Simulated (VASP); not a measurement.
Runs of VASP 6.6.1 on W. The structure is that of space group Im-3m (No. 229), or close to it. The cells are those of the table. 

| cell | gap on the mesh (eV) | pressure (GPa) |
| --- | --- | --- |
| a = 2.812 Å, angles 109.9, 109.9, 108.7°, 1 atom | none | -15.5 |
| a = 2.840 Å, angles 109.5°, 1 atom | none | (a) |
| a = 2.812 Å, angles 108.7, 108.7, 111.1°, 1 atom | none | -15.4 |
| a = 2.798 Å, angles 109.5°, 1 atom | none | (b) |
| a = 2.688 Å, angles 109.9, 109.9, 108.6°, 1 atom | none | 27.9 |
| a = 2.674 Å, angles 109.5°, 1 atom | none | 34.5 |
| a = 2.716 Å, angles 109.5°, 1 atom | none | 15.8 |
| a = 2.702 Å, angles 109.1, 109.1, 110.3°, 1 atom | none | 21.7 |

Alike in all rows: task single point; level PBE; potentials or basis VASP PAW PBE potentials, release 64 (W_sv); no spin polarisation; k mesh 26 × 26 × 26; cutoff (eV) 520; smearing gaussian 0.15 eV.

Question: Estimate the missing entries.

Answer: (a) -22.0; (b) -11.9.

Caveats: spin-orbit coupling is left out, which moves the levels of the heavy elements; the cell stands under tension (at least some runs); the cell stands under pressure (at least some runs).

A k mesh can miss the band edges, and the runs leave out spin-orbit coupling on W.

A gap of «none» marks levels without a gap at the run's occupations.
